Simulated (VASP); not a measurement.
# Li16H5F11 (P1) in VASP: single point with PBEsol

Aim: the single point of Li16H5F11 with PBEsol.

Program: VASP 6.6.1. These are calculated values, not measurements. Logs are shortened: lines on timing, memory, paths and dates and some standing lists are left out, and cuts for length are marked.

**1. The cell of the first run**

The typed cell holds 64 atoms: a = 8.017 Å, b = 8.017 Å, c = 8.017 Å, α = 90.00°, β = 90.00°, γ = 90.00°.

**2. Single point, PBEsol**

INCAR

```
PREC     = Accurate       # precision mode
ENCUT    = 520            # plane-wave cutoff, eV
EDIFF    = 1E-6           # SCF threshold, eV
ISMEAR   = -1             # smearing method
SIGMA    = 0.05           # smearing width, eV
LREAL    = Auto         
LASPH    = True           # aspherical terms in the spheres
NELM     = 60             # most SCF steps
ALGO     = Normal         # electronic algorithm
ISIF     = 2              # what is computed and relaxed
LWAVE    = False          # write WAVECAR
LCHARG   = False          # write CHGCAR
GGA      = PS             # functional
ISYM     = 0            
NBANDS   = 168            # bands
```

KPOINTS

```
Automatic mesh
0
Gamma
  1 1 1
  0.25 0.25 0.25
```

POSCAR

```
Li16H5F11
1.0
    8.0173285510      0.0000000000      0.0000000000
    0.0000000000      8.0173285510      0.0000000000
    0.0000000000      0.0000000000      8.0173285510
F H Li
22 10 32
Direct
    0.2492030000      0.0002040000      0.9994400000
    0.2494460000      0.4987940000      0.9991030000
    0.2497980000      0.4997220000      0.5001050000
    0.7502330000      0.9995180000      0.0002250000
    0.7497410000      0.9998150000      0.5002890000
    0.9997130000      0.2496710000      0.0000190000
    0.0000040000      0.2496050000      0.5001090000
    0.9998230000      0.7498970000      0.5005400000
    0.4997140000      0.2498160000      0.4999620000
    0.5001330000      0.7493940000      0.5009920000
    0.9995300000      0.0001920000      0.2498820000
    0.9997600000      0.9995960000      0.7501980000
    0.9996970000      0.4996510000      0.7499480000
    0.4999510000      0.9995910000      0.7504950000
    0.4995850000      0.4995950000      0.7498550000
    0.2490420000      0.2504550000      0.2498750000
    0.2499360000      0.2495780000      0.7497840000
    0.2499330000      0.7495250000      0.7504530000
    0.7501590000      0.2489130000      0.2504400000
    0.7498210000      0.2498690000      0.7501520000
    0.7498260000      0.7513320000      0.2511680000
    0.7497740000      0.7496160000      0.7504640000
    0.2505470000      0.9986730000      0.4980750000
    0.7484810000      0.5005780000      0.0018780000
    0.7496070000      0.4996670000      0.4980380000
    0.0001760000      0.7482080000      0.0021510000
    0.5006080000      0.2503010000      0.0021210000
    0.4995730000      0.7486180000      0.0027150000
    0.9990720000      0.5013740000      0.2491700000
    0.4982650000      0.9991090000      0.2491740000
    0.5002000000      0.5007640000      0.2483180000
    0.2509340000      0.7494280000      0.2490990000
    0.0001660000      0.0004130000      0.0004710000
    0.9992690000      0.9995990000      0.4996330000
    0.0010410000      0.4993120000      0.9991430000
    0.0010430000      0.5000480000      0.5005690000
    0.4989990000      0.9993250000      0.9995720000
    0.5003560000      0.9992730000      0.5010250000
    0.4980500000      0.4997390000      0.9996490000
    0.4984060000      0.5002420000      0.5010280000
    0.2490090000      0.2498960000      0.0006920000
    0.2499750000      0.2507320000      0.4989780000
    0.2498540000      0.7491140000      0.0003400000
    0.2503300000      0.7485750000      0.5000760000
    0.7505120000      0.2491610000      0.0016320000
    0.7498160000      0.2494220000      0.4990790000
    0.7493480000      0.7503420000      0.0017440000
    0.7496620000      0.7506570000      0.4995740000
    0.2492960000      0.0003500000      0.2476510000
    0.2496360000      0.9994410000      0.7516310000
    0.2499700000      0.4991460000      0.2481760000
    0.2499440000      0.4997790000      0.7506550000
    0.7502290000      0.9998890000      0.2490220000
    0.7498240000      0.9997960000      0.7510620000
    0.7494890000      0.5004410000      0.2490150000
    0.7492670000      0.5000570000      0.7513170000
    0.9991090000      0.2494990000      0.2505510000
    0.9995260000      0.2498240000      0.7496070000
    0.9980270000      0.7505410000      0.2517820000
    0.9992410000      0.7494510000      0.7490500000
    0.5003560000      0.2501110000      0.2515540000
    0.5001200000      0.2499400000      0.7489020000
    0.5012470000      0.7495380000      0.2515760000
    0.5003080000      0.7492980000      0.7492140000
```

Potentials or basis: VASP PAW PBE potentials, release 64 (F, H, Li_sv).

On the command line:

```console
$ cat potpaw_PBE.64/F/POTCAR potpaw_PBE.64/H/POTCAR potpaw_PBE.64/Li_sv/POTCAR > POTCAR
$ mpirun -np 1 vasp_std > vasp.out
```

OUTCAR:

```text
PREC = Accurate
   ENCUT = 520
   EDIFF = 1E-6
   ISMEAR = -1
   LREAL = Auto
   LASPH = True
   NELM = 60
   ISIF = 2
   GGA = PS
   ISYM = 0

 ion  position               nearest neighbor table
   1  0.249  0.000  0.999-  50 1.99  49 1.99  33 2.00  41 2.00  37 2.00  43 2.01
   2  0.249  0.499  0.999-  35 1.99  52 1.99  39 1.99  41 2.00  51 2.00  43 2.01
   3  0.250  0.500  0.500-  40 1.99  36 1.99  44 2.00  42 2.00  52 2.01  51 2.02
   4  0.750  1.000  0.000-  53 1.99  54 2.00  47 2.00  45 2.00  33 2.00  37 2.01
   5  0.750  1.000  0.500-  48 2.00  38 2.00  34 2.00  46 2.00  54 2.01  53 2.01
   6  1.000  0.250  0.000-  45 2.00  33 2.00  41 2.00  35 2.00  58 2.01  57 2.01
[... 14 lines left out ...]
  21  0.750  0.751  0.251-  59 1.99  48 1.99  53 1.99  63 1.99  47 2.00  55 2.01
  22  0.750  0.750  0.750-  64 2.00  60 2.00  56 2.00  54 2.01  48 2.01  47 2.01
  23  0.251  0.999  0.498-
  24  0.748  0.501  0.002-
  25  0.750  0.500  0.498-
  26  0.000  0.748  0.002-
  27  0.501  0.250  0.002-
  28  0.500  0.749  0.003-
  29  0.999  0.501  0.249-
  30  0.498  0.999  0.249-
[... 11 lines left out ...]
  42  0.250  0.251  0.499-   3 2.00  16 2.00   9 2.00   7 2.00  17 2.01
  43  0.250  0.749  0.000-  18 2.00   2 2.01   1 2.01
  44  0.250  0.749  0.500-   3 2.00  10 2.00  18 2.01   8 2.01
  45  0.751  0.249  0.002-  19 1.99   6 2.00   4 2.00  20 2.02
  46  0.750  0.249  0.499-  19 1.99   5 2.00   9 2.01   7 2.01  20 2.01
  47  0.749  0.750  0.002-   4 2.00  21 2.00  22 2.01
  48  0.750  0.751  0.500-  21 1.99   5 2.00  10 2.00   8 2.01  22 2.01
  49  0.249  0.000  0.248-   1 1.99  11 2.00  16 2.01
  50  0.250  0.999  0.752-   1 1.99  12 2.00  18 2.00  17 2.01  14 2.01
  51  0.250  0.499  0.248-  16 1.99   2 2.00   3 2.02
  52  0.250  0.500  0.751-   2 1.99  15 2.00  18 2.00  17 2.01  13 2.01   3 2.01
  53  0.750  1.000  0.249-  21 1.99   4 1.99  19 2.00  11 2.00   5 2.01
  54  0.750  1.000  0.751-   4 2.00  14 2.00  12 2.00  20 2.00  22 2.01   5 2.01
  55  0.749  0.500  0.249-  21 2.01  19 2.02
  56  0.749  0.500  0.751-  22 2.00  15 2.00  20 2.01  13 2.01
  57  0.999  0.249  0.251-  19 2.00  11 2.00   7 2.00  16 2.00   6 2.01
  58  1.000  0.250  0.750-   7 2.00  20 2.00  13 2.00  12 2.01  17 2.01   6 2.01
  59  0.998  0.751  0.252-  21 1.99   8 1.99  11 2.00
  60  0.999  0.749  0.749-   8 1.99  22 2.00  13 2.00  12 2.01  18 2.01
  61  0.500  0.250  0.252-   9 1.99  19 2.00  16 2.01
  62  0.500  0.250  0.749-   9 2.00  15 2.00  20 2.00  17 2.01  14 2.01
  63  0.501  0.750  0.252-  21 1.99  10 2.00
  64  0.500  0.749  0.749-  10 1.99  22 2.00  15 2.00  14 2.01  18 2.01

IMPORTANT INFORMATION: All symmetrisations will be switched off!
NOSYMM: (Re-)initialisation of all symmetry stuff for point group C_1.

----------------------------------------------------------------------------------------

                                     Primitive cell

  volume of cell :     515.3343

  direct lattice vectors                    reciprocal lattice vectors
     8.017328551  0.000000000  0.000000000     0.124729827  0.000000000  0.000000000
     0.000000000  8.017328551  0.000000000     0.000000000  0.124729827  0.000000000
     0.000000000  0.000000000  8.017328551     0.000000000  0.000000000  0.124729827

  length of vectors
     8.017328551  8.017328551  8.017328551     0.124729827  0.124729827  0.124729827

  position of ions in fractional coordinates (direct lattice)
     0.249203000  0.000204000  0.999440000
     0.249446000  0.498794000  0.999103000
     0.249798000  0.499722000  0.500105000
     0.750233000  0.999518000  0.000225000
     0.749741000  0.999815000  0.500289000
     0.999713000  0.249671000  0.000019000
[... 56 lines left out ...]
     0.501247000  0.749538000  0.251576000
     0.500308000  0.749298000  0.749214000

  ion indices of the primitive-cell ions
   primitive index   ion index
                 1           1
                 2           2
                 3           3
                 4           4
                 5           5
                 6           6
[... 56 lines left out ...]
                63          63
                64          64

----------------------------------------------------------------------------------------

 KPOINTS: Automatic mesh

Automatic generation of k-mesh.
 Grid dimensions read from file:
 generate k-points for:    1    1    1

 Generating k-lattice:

  Cartesian coordinates                     Fractional coordinates (reciprocal lattice)
     0.124729827  0.000000000  0.000000000     1.000000000  0.000000000  0.000000000
     0.000000000  0.124729827  0.000000000     0.000000000  1.000000000  0.000000000
     0.000000000  0.000000000  0.124729827     0.000000000  0.000000000  1.000000000

  Length of vectors
     0.124729827  0.124729827  0.124729827

  Shift w.r.t. Gamma in fractional coordinates (k-lattice)
     0.250000000  0.250000000  0.250000000

 Subroutine IBZKPT returns following result:
 ===========================================

 Found      4 irreducible k-points:

 Following reciprocal coordinates:
            Coordinates               Weight
  0.250000  0.250000  0.250000      2.000000
 -0.250000  0.250000  0.250000      2.000000
 -0.250000 -0.250000  0.250000      2.000000
  0.250000 -0.250000  0.250000      2.000000
   k-points           NKPTS =      4   k-points in BZ     NKDIM =      4   number of bands    NBANDS=    168
   number of dos      NEDOS =    301   number of ions     NIONS =     64
   total plane-waves  NPLWV = 216000
   dimension x,y,z NGX =    60 NGY =   60 NGZ =   60
   dimension x,y,z NGXF=   120 NGYF=  120 NGZF=  120
   ions per type =              22  10  32
   NGX,Y,Z   is equivalent  to a cutoff of  12.44, 12.44, 12.44 a.u.
   NGXF,Y,Z  is equivalent  to a cutoff of  24.88, 24.88, 24.88 a.u.
 SYSTEM =  unknown system
   PREC   = accura    normal or accurate (medium, high low for compatibility)
   ISTART =      0    job   : 0-new  1-cont  2-samecut
   ICHARG =      2    charge: 1-file 2-atom 10-const
   ISPIN  =      1    spin polarized calculation?
   LNONCOLLINEAR =      F non collinear calculations
   LSORBIT =      F    spin-orbit coupling
   LASPH  =      T    aspherical Exc in radial PAW
   ENCUT  =  520.0 eV  38.22 Ry    6.18 a.u.  14.91 14.91 14.91*2*pi/ulx,y,z
   NELM   =     60;   NELMIN=  2; NELMDL= -5     # of ELM steps
   EDIFF  = 0.1E-05   stopping-criterion for ELM
   LREAL  =      T    real-space projection
   EDIFFG = 0.1E-04   stopping-criterion for IOM
   NSW    =      0    number of steps for IOM
   IBRION =     -1    ionic relax: 0-MD 1-quasi-New 2-CG
   NFREE  =      0    steps in history (QN), initial steepest desc. (CG)
   ISIF   =      2    stress and relaxation
   ISYM   =      0    0-nonsym 1-usesym 2-fastsym
   POTIM  = 0.5000    time-step for ionic-motion
   TEBEG  =    0.0;   TEEND  =   0.0 temperature during run
   PSTRESS=    0.0 pullay stress
   NELECT =     260.0000    total number of electrons
   NUPDOWN=      -1.0000    fix difference up-down
   EMIN   =  10.00;   EMAX   =-10.00  energy-range for DOS
   EFERMI =   0.00;   METHOD = LEGACY
   ISMEAR =    -1;   SIGMA  =   0.05  broadening in eV -4-tet -1-fermi 0-gaus
   EFERMI_NEDOS =   21; number of points for ismear=-14 and -15
   IALGO  =     38    algorithm
   IMIX   =      4    mixing-type and parameters
     AMIX     =   0.40;   BMIX     =  1.00
     AMIX_MAG =   1.60;   BMIX_MAG =  1.00
  volume/ion in A,a.u.               =       8.05        54.34
  Fermi-wavevector in a.u.,A,eV,Ry     =   1.303276  2.462834 23.109867  1.698527
  Thomas-Fermi vector in A             =   2.434288
   LORBIT       =      0    0 simple, 1 ext, 2 COOP (PROOUT), +10 PAW based schemes
   GGA     = PS    functional components
   LHFCALC =     F    Hartree Fock is set to
   AEXX    =    0.0000 exact exchange contribution
   IVDW    =     0    specifies the selected vdW correction
   LEPSILON=     F    determine dielectric tensor
   LRPA    =     F    only Hartree local field effects (RPA)
 non-spin polarized calculation
  energy-cutoff  :      520.00
  volume of cell :      515.33
 maximum number of plane-waves:     13895
   NGX = 29   NGY = 29   NGZ = 29

 number of electron     259.9999425 magnetization

 Free energy of the ion-electron system (eV)
  ---------------------------------------------------
  ext. energy  EPLUGINS =         0.00000000
  ---------------------------------------------------
  free energy    TOTEN  =      -277.02117051 eV

  energy without entropy =     -277.02117051  energy(sigma->0) =     -277.02117051

 E-fermi :   2.4206     XC(G=0):  -9.7509

 val. band max:        1.0927500591   @ k =  -0.2500  -0.2500   0.2500
 cond. band min:       7.0041720856   @ k =   0.2500   0.2500   0.2500
 fundamental gap:      5.9114220265
 Fermi energy:         2.4206082939

 k-point     1 :       0.2500    0.2500    0.2500
  band No.  band energies     occupation
      1     -41.9933      2.00000
      2     -41.9853      2.00000
      3     -41.9674      2.00000
      4     -41.9607      2.00000
      5     -41.9542      2.00000
      6     -41.9531      2.00000
[... 569 lines left out ...]
    141       8.4921      0.00000
    142       8.6389      0.00000
 [bands above 142 left out]

------------------------ aborting loop because EDIFF is reached ----------------------------------------

  FORCE on cell =-STRESS in cart. coord.  units (eV):
  Direction    XX          YY          ZZ          XY          YZ          ZX
  --------------------------------------------------------------------------------------
  -------------------------------------------------------------------------------------
  Total       -0.8320557     -0.8347653     -0.7519226     -0.1216158      0.0282977      0.0727687
  in kB       -2.5868661     -2.5952901     -2.3377317     -0.3781042      0.0879777      0.2262384
  external PRESSURE =      -2.5066293 kB  Pullay stress =       0.0000000 kB

 VOLUME and BASIS-vectors are now :
 -----------------------------------------------------------------------------
  energy-cutoff  :      520.00
  volume of cell :      515.33
      direct lattice vectors                 reciprocal lattice vectors
     8.017328551  0.000000000  0.000000000     0.124729827  0.000000000  0.000000000
     0.000000000  8.017328551  0.000000000     0.000000000  0.124729827  0.000000000
     0.000000000  0.000000000  8.017328551     0.000000000  0.000000000  0.124729827

 POSITION                                       TOTAL-FORCE (eV/Angst)
 -----------------------------------------------------------------------------------
      1.99794      0.00164      8.01284         0.004330     -0.002834      0.003699
      1.99989      3.99900      8.01014         0.006114      0.008993      0.007127
      2.00271      4.00644      4.00951         0.004402      0.002906     -0.007383
      6.01486      8.01346      0.00180        -0.008600     -0.003053      0.000351
      6.01092      8.01585      4.01098        -0.009000      0.001115     -0.003974
      8.01503      2.00169      0.00015        -0.007538      0.006171      0.007232
[... 56 lines left out ...]
      4.01866      6.00929      2.01697         0.003178      0.000709      0.010757
      4.01113      6.00737      6.00669         0.003786     -0.002432     -0.009761
 -----------------------------------------------------------------------------------
    total drift:                               -0.059432     -0.074532      0.025714

  FREE ENERGIE OF THE ION-ELECTRON SYSTEM (eV)
  ---------------------------------------------------
  free  energy   TOTEN  =      -277.0211705141 eV

  energy  without entropy=     -277.0211705141  energy(sigma->0) =     -277.02117051
```

Run time: 24 min. Hardware: 1 thread of Intel Xeon 8259CL, shared host; peak memory 0.6 GiB.

What came out:

- Free energy: -277.0212 eV
- Largest force: 0.015 eV/Å
- Band gap on the k mesh: 5.91 eV (least direct gap 5.97 eV)

Forces in eV/Å, atoms in the order of the input:
```
F    0.004 -0.003  0.004
F    0.006  0.009  0.007
F    0.004  0.003 -0.007
F   -0.009 -0.003  0.000
F   -0.009  0.001 -0.004
F   -0.008  0.006  0.007
F   -0.002  0.008 -0.011
F   -0.003 -0.005 -0.005
F    0.003  0.006 -0.009
F    0.002 -0.002 -0.002
F    0.001 -0.003 -0.001
F    0.001 -0.009  0.002
F   -0.010  0.005 -0.001
F   -0.004 -0.005  0.009
F    0.004  0.004  0.000
F    0.004  0.008 -0.003
F    0.008 -0.001  0.004
F    0.003 -0.003  0.007
F   -0.005  0.004 -0.001
F   -0.007  0.011  0.003
F   -0.003 -0.010 -0.011
F   -0.006 -0.005  0.000
H    0.004  0.001 -0.002
H    0.004  0.002 -0.005
H    0.001  0.008  0.000
H   -0.008 -0.004  0.001
H   -0.001  0.006  0.000
H    0.005  0.004 -0.001
H    0.000  0.006 -0.003
H   -0.002  0.000 -0.003
H    0.000  0.002  0.002
H   -0.001  0.001  0.003
Li   0.000  0.004 -0.004
Li   0.001 -0.003  0.003
Li   0.013 -0.007 -0.002
Li   0.008  0.001  0.009
Li  -0.003  0.000 -0.005
Li  -0.001 -0.007  0.005
Li   0.000  0.002 -0.001
Li  -0.001 -0.001  0.000
Li  -0.005 -0.001  0.001
Li  -0.001 -0.002 -0.002
Li   0.001 -0.008  0.000
Li   0.004 -0.005 -0.003
Li   0.000 -0.006 -0.002
Li  -0.001 -0.005  0.000
Li   0.001  0.007  0.011
Li  -0.002 -0.002 -0.003
Li  -0.002  0.002  0.002
Li  -0.001  0.002  0.002
Li   0.001  0.001 -0.007
Li  -0.003 -0.006  0.004
Li   0.003 -0.002 -0.001
Li   0.002 -0.003  0.006
Li  -0.003  0.008 -0.003
Li  -0.001 -0.002  0.011
Li  -0.003 -0.007  0.005
Li  -0.002 -0.002 -0.005
Li   0.005  0.001  0.001
Li  -0.002  0.000 -0.008
Li   0.003 -0.002  0.010
Li   0.004  0.001 -0.010
Li   0.003  0.001  0.011
Li   0.004 -0.002 -0.010
```

Levels at points of the mesh, in eV from the valence-band top:
| k point | band 126 | band 127 | band 128 | band 129 | band 130 | band 131 | band 132 | band 133 | band 134 | band 135 |
| --- | --- | --- | --- | --- | --- | --- | --- | --- | --- | --- |
| (0.25, 0.25, 0.25) | -0.79 | -0.65 | -0.39 | -0.12 | -0.06 | 5.91 | 6.10 | 6.25 | 6.31 | 6.50 |

Caveat: the cutoff is under 1.25 times the usual one of these potentials, so pressure, stress and relaxed cells hold a basis-set (Pulay) error; the PAW data sets were made with another functional, which shifts forces and pressure a little; a shifted mesh leaves out Γ, where band edges can lie. A k mesh can miss the band edges.
